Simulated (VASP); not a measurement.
# Fe (P6_3/mmc) in VASP: relaxation of cell and atoms with PBE

Aim: the relaxation of cell and atoms of Fe with PBE.

Program: VASP 6.6.1. These are calculated values, not measurements. Logs are shortened: lines on timing, memory, paths and dates and some standing lists are left out, and cuts for length are marked.

**1. The cell of the first run**

Symmetry: P6_3/mmc, No. 194, hexagonal system. The conventional cell has a = 2.554 Å, b = 2.554 Å, c = 8.341 Å, α = 90.00°, β = 90.00°, γ = 120.00°. Fe (site symmetry -3m) has 12 Fe at 2.55 Å within 3.4 Å. Within 3.4 Å of Fe (site symmetry -6m2) lie 12 Fe at 2.55 Å.

This isn't the form of Fe at room conditions, which is bcc.

**2. Relaxation of cell and atoms, PBE**

File INCAR:

```
SYSTEM = Fe
PREC = Accurate
ENCUT = 600
EDIFF = 1E-7
ISMEAR = -1
SIGMA = 0.1
LREAL = .False.
LASPH = .True.
NELM = 80
ALGO = Normal
ISIF = 3
LWAVE = .False.
LCHARG = .False.
GGA = PE
IBRION = 2
NSW = 80
EDIFFG = -0.01
```

File KPOINTS:

```
Automatic mesh
0
Gamma
  14 14 4
  0 0 0
```

File POSCAR:

```
Fe
1.0
    2.5537576109      0.0000000000      0.0000000000
   -1.2768788055      2.2116189662      0.0000000000
    0.0000000000      0.0000000000      8.3405723573
Fe
4
Direct
    0.0000000000      0.0000000000      0.0000000000
    0.0000000000      0.0000000000      0.5000000000
    0.3333333333      0.6666666667      0.2500000000
    0.6666666667      0.3333333333      0.7500000000
```

Potentials or basis: VASP PAW PBE potentials, release 64 (Fe).

Command:

```sh
cat potpaw_PBE.64/Fe/POTCAR > POTCAR
mpirun -np 1 vasp_std > vasp.out
```

OUTCAR:

```text
SYSTEM = Fe
   PREC = Accurate
   ENCUT = 600
   EDIFF = 1E-7
   ISMEAR = -1
   LREAL = .False.
   LASPH = .True.
   NELM = 80
   ISIF = 3
   GGA = PE
   IBRION = 2
   NSW = 80
   EDIFFG = -0.01

 ion  position               nearest neighbor table
   1  0.000  0.000  0.000-   3 2.55   4 2.55   4 2.55   3 2.55   4 2.55   3 2.55
   2  0.000  0.000  0.500-   3 2.55   4 2.55   4 2.55   3 2.55   4 2.55   3 2.55
   3  0.333  0.667  0.250-   1 2.55   2 2.55   1 2.55   2 2.55   1 2.55   2 2.55
   4  0.667  0.333  0.750-   1 2.55   2 2.55   1 2.55   2 2.55   1 2.55   2 2.55

  LATTYP: Found a hexagonal cell.
 ALAT       =     2.5537576109
 C/A-ratio  =     3.2660000000

  Lattice vectors:

 A1 = (   2.5537576109,   0.0000000000,   0.0000000000)
 A2 = (  -1.2768788055,   2.2116189662,   0.0000000000)
 A3 = (   0.0000000000,   0.0000000000,   8.3405723573)

Analysis of symmetry for initial positions (statically):
=====================================================================
 Subroutine PRICEL returns:
 Original cell was already a primitive cell.

 Routine SETGRP: Setting up the symmetry group for a
 hexagonal supercell.

 Subroutine GETGRP returns: Found 24 space group operations
 (whereof 12 operations were pure point group operations)
 out of a pool of 24 trial point group operations.

The static configuration has the point symmetry D_3d.
 The point group associated with its full space group is D_6h.

Analysis of symmetry for dynamics (positions and initial velocities):
=====================================================================
 Subroutine PRICEL returns:
 Original cell was already a primitive cell.

 Routine SETGRP: Setting up the symmetry group for a
 hexagonal supercell.

 Subroutine GETGRP returns: Found 24 space group operations
 (whereof 12 operations were pure point group operations)
 out of a pool of 24 trial point group operations.

The dynamic configuration has the point symmetry D_3d.
 The point group associated with its full space group is D_6h.

 Subroutine INISYM returns: Found 24 space group operations
 (whereof 12 operations are pure point group operations),
 and found     1 'primitive' translations

----------------------------------------------------------------------------------------

                                     Primitive cell

  volume of cell :      47.1070

  direct lattice vectors                    reciprocal lattice vectors
     2.553757611  0.000000000  0.000000000     0.391579841  0.226078727  0.000000000
    -1.276878805  2.211618966  0.000000000     0.000000000  0.452157454  0.000000000
     0.000000000  0.000000000  8.340572357     0.000000000  0.000000000  0.119895849

  length of vectors
     2.553757611  2.553757611  8.340572357     0.452157454  0.452157454  0.119895849

  position of ions in fractional coordinates (direct lattice)
     0.000000000  0.000000000  0.000000000
     0.000000000  0.000000000  0.500000000
     0.333333333  0.666666667  0.250000000
     0.666666667  0.333333333  0.750000000

  ion indices of the primitive-cell ions
   primitive index   ion index
                 1           1
                 2           2
                 3           3
                 4           4

----------------------------------------------------------------------------------------

 KPOINTS: Automatic mesh

Automatic generation of k-mesh.
 Grid dimensions read from file:
 generate k-points for:   14   14    4

 Generating k-lattice:

  Cartesian coordinates                     Fractional coordinates (reciprocal lattice)
     0.027969989  0.016148480  0.000000000     0.071428571  0.000000000  0.000000000
     0.000000000  0.032296961  0.000000000     0.000000000  0.071428571  0.000000000
     0.000000000  0.000000000  0.029973962     0.000000000  0.000000000  0.250000000

  Length of vectors
     0.032296961  0.032296961  0.029973962

  Shift w.r.t. Gamma in fractional coordinates (k-lattice)
     0.000000000  0.000000000  0.000000000

 Subroutine IBZKPT returns following result:
 ===========================================

 Found     72 irreducible k-points:

 Following reciprocal coordinates:
            Coordinates               Weight
  0.000000  0.000000  0.000000      1.000000
  0.071429  0.000000  0.000000      6.000000
  0.142857 -0.000000  0.000000      6.000000
  0.214286  0.000000  0.000000      6.000000
  0.285714  0.000000  0.000000      6.000000
  0.357143  0.000000  0.000000      6.000000
[... 16 lines left out ...]
  0.285714  0.285714  0.000000      6.000000
  0.357143  0.285714  0.000000      6.000000
 [... further k-points ...]
   k-points           NKPTS =     72   k-points in BZ     NKDIM =     72   number of bands    NBANDS=     20
   number of dos      NEDOS =    301   number of ions     NIONS =      4
   total plane-waves  NPLWV =  28000
   dimension x,y,z NGX =    20 NGY =   20 NGZ =   70
   dimension x,y,z NGXF=    40 NGYF=   40 NGZF=  140
   ions per type =               4
   NGX,Y,Z   is equivalent  to a cutoff of  13.02, 13.02, 13.95 a.u.
   NGXF,Y,Z  is equivalent  to a cutoff of  26.04, 26.04, 27.91 a.u.
 SYSTEM =  Fe
   PREC   = accura    normal or accurate (medium, high low for compatibility)
   ISTART =      0    job   : 0-new  1-cont  2-samecut
   ICHARG =      2    charge: 1-file 2-atom 10-const
   ISPIN  =      1    spin polarized calculation?
   LNONCOLLINEAR =      F non collinear calculations
   LSORBIT =      F    spin-orbit coupling
   LASPH  =      T    aspherical Exc in radial PAW
   ENCUT  =  600.0 eV  44.10 Ry    6.64 a.u.   5.10  5.10 16.66*2*pi/ulx,y,z
   NELM   =     80;   NELMIN=  2; NELMDL= -5     # of ELM steps
   EDIFF  = 0.1E-06   stopping-criterion for ELM
   LREAL  =      F    real-space projection
   EDIFFG = -.1E-01   stopping-criterion for IOM
   NSW    =     80    number of steps for IOM
   IBRION =      2    ionic relax: 0-MD 1-quasi-New 2-CG
   NFREE  =      1    steps in history (QN), initial steepest desc. (CG)
   ISIF   =      3    stress and relaxation
   ISYM   =      2    0-nonsym 1-usesym 2-fastsym
   POTIM  = 0.5000    time-step for ionic-motion
   TEBEG  =    0.0;   TEEND  =   0.0 temperature during run
   PSTRESS=    0.0 pullay stress
   NELECT =      32.0000    total number of electrons
   NUPDOWN=      -1.0000    fix difference up-down
   EMIN   =  10.00;   EMAX   =-10.00  energy-range for DOS
   EFERMI =   0.00;   METHOD = LEGACY
   ISMEAR =    -1;   SIGMA  =   0.10  broadening in eV -4-tet -1-fermi 0-gaus
   EFERMI_NEDOS =   21; number of points for ismear=-14 and -15
   IALGO  =     38    algorithm
   IMIX   =      4    mixing-type and parameters
     AMIX     =   0.40;   BMIX     =  1.00
     AMIX_MAG =   1.60;   BMIX_MAG =  1.00
  volume/ion in A,a.u.               =      11.78        79.47
  Fermi-wavevector in a.u.,A,eV,Ry     =   1.439117  2.719537 28.178465  2.071059
  Thomas-Fermi vector in A             =   2.558009
   LORBIT       =      0    0 simple, 1 ext, 2 COOP (PROOUT), +10 PAW based schemes
   GGA     = PE    functional components
   LHFCALC =     F    Hartree Fock is set to
   AEXX    =    0.0000 exact exchange contribution
   IVDW    =     0    specifies the selected vdW correction
   LEPSILON=     F    determine dielectric tensor
   LRPA    =     F    only Hartree local field effects (RPA)
 conjugate gradient relaxation of ions
 non-spin polarized calculation
  energy-cutoff  :      600.00
  volume of cell :       47.11
 maximum number of plane-waves:      1586
   NGX = 11   NGY = 11   NGZ = 33

--------------------------------------- Ionic step        1  -------------------------------------------

 number of electron      32.0000001 magnetization

 Free energy of the ion-electron system (eV)
  ---------------------------------------------------
  ext. energy  EPLUGINS =         0.00000000
  ---------------------------------------------------
  free energy    TOTEN  =       -31.86983056 eV

  energy without entropy =      -31.59969911  energy(sigma->0) =      -31.73476484

------------------------ aborting loop because EDIFF is reached ----------------------------------------

  FORCE on cell =-STRESS in cart. coord.  units (eV):
  Direction    XX          YY          ZZ          XY          YZ          ZX
  --------------------------------------------------------------------------------------
  -------------------------------------------------------------------------------------
  Total       -7.9525916     -7.9525916     -9.2770181      0.0000000      0.0000000      0.0000000
  in kB     -270.4789247   -270.4789247   -315.5245486      0.0000000      0.0000000      0.0000000
  external PRESSURE =    -285.4941327 kB  Pullay stress =       0.0000000 kB
[... 289 lines left out ...]
  energy  without entropy=      -32.2810470156  energy(sigma->0) =      -32.39336663

--------------------------------------- Ionic step        9  -------------------------------------------

 number of electron      32.0000001 magnetization

 Free energy of the ion-electron system (eV)
  ---------------------------------------------------
  ext. energy  EPLUGINS =         0.00000000
  ---------------------------------------------------
  free energy    TOTEN  =       -32.50582672 eV

  energy without entropy =      -32.28176018  energy(sigma->0) =      -32.39379345

 E-fermi :   6.8411     XC(G=0): -13.7654

 val. band max:        6.8394668397   @ k =   0.5000  -0.0000   0.2500
 cond. band min:       6.8506878426   @ k =   0.1429   0.0714   0.2500
 fundamental gap:      0.0112210029
 Fermi energy:         6.8411288102

 k-point     1 :       0.0000    0.0000    0.0000
  band No.  band energies     occupation
      1      -2.0328      2.00000
      2       0.3432      2.00000
      3       0.3502      2.00000
      4       1.9652      2.00000
      5       4.7208      2.00000
      6       4.7263      2.00000
[... 12 lines left out ...]
     19       6.8249      1.08078
[... 513 lines left out ...]
      4       3.3828      2.00000
      5       3.5410      2.00000
      6       3.6216      2.00000
[... 12 lines left out ...]
     19       7.6397      0.00068
     20       7.6435      0.00065

 [... further k-points ...]

------------------------ aborting loop because EDIFF is reached ----------------------------------------

  FORCE on cell =-STRESS in cart. coord.  units (eV):
  Direction    XX          YY          ZZ          XY          YZ          ZX
  --------------------------------------------------------------------------------------
  -------------------------------------------------------------------------------------
  Total        0.0079709      0.0079709      0.0047853     -0.0000000     -0.0000000      0.0000000
  in kB        0.3119248      0.3119248      0.1872655     -0.0000000     -0.0000000      0.0000000
  external PRESSURE =       0.2703717 kB  Pullay stress =       0.0000000 kB
[... 19 lines left out ...]
  FREE ENERGIE OF THE ION-ELECTRON SYSTEM (eV)
  ---------------------------------------------------
  free  energy   TOTEN  =       -32.5058267201 eV

  energy  without entropy=      -32.2817601844  energy(sigma->0) =      -32.39379345

 reached required accuracy - stopping structural energy minimisation
```

Run time: 12 min. Hardware: 1 thread of AMD EPYC 7R43 (Zen 3), shared host; peak memory 0.18 GiB.

Results:

```
Free energy                           : -32.5058 eV
Relaxed volume                        : 10.24 Å³/atom
Relaxed cell                          : a = 2.449 Å, b = 2.449 Å, c = 7.882 Å, α = 90.00°, β = 90.00°, γ = 120.00°
Space group after relaxing (to 0.1 Å) : P6_3/mmc (No. 194)
Energy gained by relaxing             : 159.0 meV/atom
Ionic steps                           : 9
Pressure after relaxing               : 0.0 GPa
```

Step by step:
| step | energy change (eV) | largest force (eV/Å) | pressure (GPa) | volume (Å³) |
| --- | --- | --- | --- | --- |
| 1 | 0.0000 | 0.0000 | -28.55 | 47.11 |
| 2 | 0.7456 | 0.0000 | 77.62 | 34.20 |
| 3 | -0.6327 | 0.0000 | -1.64 | 41.18 |
| 4 | -0.6341 | 0.0000 | -0.32 | 40.99 |
| 5 | -0.6341 | 0.0000 | 0.50 | 40.87 |
| 6 | -0.6358 | 0.0000 | 0.44 | 40.88 |
| 7 | -0.6359 | 0.0000 | 0.43 | 40.88 |
| 8 | -0.6359 | 0.0000 | -0.55 | 41.02 |
| 9 | -0.6360 | 0.0000 | 0.03 | 40.94 |

Final structure:
```
Fe
1.0
     2.44898    0.00000    0.00000
    -1.22449    2.12088    0.00000
     0.00000    0.00000    7.88249
Fe
4
Direct
  0.00000 0.00000 0.00000
  0.00000 0.00000 0.50000
  0.33333 0.66667 0.25000
  0.66667 0.33333 0.75000
```

Caveat: the highest band is partly filled, so the run has too few bands; the run has no spin polarisation, though such a crystal can be magnetic.
